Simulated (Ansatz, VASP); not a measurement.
Given: the input of a run of VASP 6.6.1 on Al.

POSCAR

```
Al
1.0
    2.7744445386      0.0000000000      0.0000000000
   -1.3872222692      2.4027394518      0.0000000000
    0.0000000000      0.0000000000      4.8010736936
Al
2
Direct
    0.3333333333      0.6666666667      0.2500000000
    0.6666666667      0.3333333333      0.7500000000
```

Contents of INCAR.step1:

```
SYSTEM = Al
PREC = Accurate
ENCUT = 520
EDIFF = 1E-5
ISMEAR = -1
SIGMA = 0.05
LREAL = .FALSE.
LASPH = .TRUE.
NELM = 80
ALGO = Normal
ISIF = 2
LWAVE = .TRUE.
LCHARG = .FALSE.
NBANDS = 10
GGA = PE
```

Contents of INCAR.step2:

```
SYSTEM = Al
PREC = Accurate
ENCUT = 520
EDIFF = 1E-7
ISMEAR = -1
SIGMA = 0.05
LREAL = .FALSE.
LASPH = .TRUE.
NELM = 80
ALGO = Normal
ISIF = 2
LWAVE = .FALSE.
LCHARG = .FALSE.
GGA = PE
LHFCALC = .TRUE.
HFSCREEN = 0.2079
PRECFOCK = Normal
NBANDS = 10
ISTART = 1
```

Contents of KPOINTS:

```
regular mesh
0
G
  6 6 4
  0 0 0
```

Potentials or basis: VASP PAW PBE potentials, release 64 (Al).

Launch:

```console
$ cat potpaw_PBE.64/Al/POTCAR > POTCAR
$ cp INCAR.step1 INCAR
$ mpirun -np 1 vasp_std > vasp.out
$ cp INCAR.step2 INCAR
$ mpirun -np 1 vasp_std > vasp.out
```

Question: Set up the same calculation for Ansatz 0.2.0. Potentials there: Ansatz PAW.

Answer: As run (the cutoff follows the program's own potentials):

File input:

```
crystal:
  lattice:
    - [2.7744445386, 0.0, 0.0]
    - [-1.3872222692, 2.4027394518, 0.0]
    - [0.0, 0.0, 4.8010736936]
  atoms:
    - { symbol: Al, position: [0.3333333333, 0.6666666667, 0.25] }
    - { symbol: Al, position: [0.6666666667, 0.3333333333, 0.75] }
hamiltonian:
  xc: hse06
  pseudopotentials: { kind: paw }
kpoints:
  mp_grid: { grid: [6, 6, 4] }
scf:
  occupations: { method: fermi_dirac, width: 0.05 }
output:
  forces: true
  stress: true
  eigenvalues: true
```

Both were run:

|  | VASP | Ansatz | Ansatz less VASP |
| --- | --- | --- | --- |
| gap on the k mesh at the Fermi level (eV) | none | none | - |
| pressure (GPa) | 3.4 | 3.3 | -0.09 |
| traceless stress, the component that is largest in VASP (GPa) | -2.39 | -2.49 | -0.095 |

A gap of «none» marks a metal or a gap that the smearing closes. With one functional, cell and mesh, what is left measures potentials, basis and numerics.

The k mesh is coarse, so the values compare programs but aren't converged.
